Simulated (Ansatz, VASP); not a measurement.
## LaB6 in VASP and in Ansatz

```xyz
7
Lattice="4.1523 0.0000 0.0000 0.0000 4.1523 0.0000 0.0000 0.0000 4.1523" Properties=species:S:1:pos:R:3 pbc="T T T"
La    0.0000    0.0000    0.0000
B     0.8308    2.0762    2.0762
B     3.3216    2.0762    2.0762
B     2.0762    2.0762    0.8308
B     2.0762    2.0762    3.3216
B     2.0762    0.8308    2.0762
B     2.0762    3.3216    2.0762
```

Alike in both runs: task single point; functional r2SCAN; dispersion D4; k mesh 8 × 8 × 8; occupations gaussian, width 0.05 eV; no spin polarisation.

|  | VASP | Ansatz |
| --- | --- | --- |
| version | VASP 6.6.1 | Ansatz 0.2.0 |
| potentials or method | VASP PAW PBE potentials, release 64 (La, B), cutoff 520 eV | scalar-relativistic, plane waves, PAW |
| valence electrons in the cell | 29 | 29 |

Ansatz gave:

| Item | Value |
| --- | --- |
| pressure (GPa) | -1.6 |
| rms of the force components (eV/Å) | 0.004 |

**Question.** Estimate VASP's values.

**Answer.** Pressure (GPa): -1.7; rms of the force components (eV/Å): 0.016.

VASP's potentials were made for PBE, not for r2SCAN. Atom by atom the forces differ by 0.012 eV/Å (rms over components).

Neither program's run includes spin-orbit coupling.
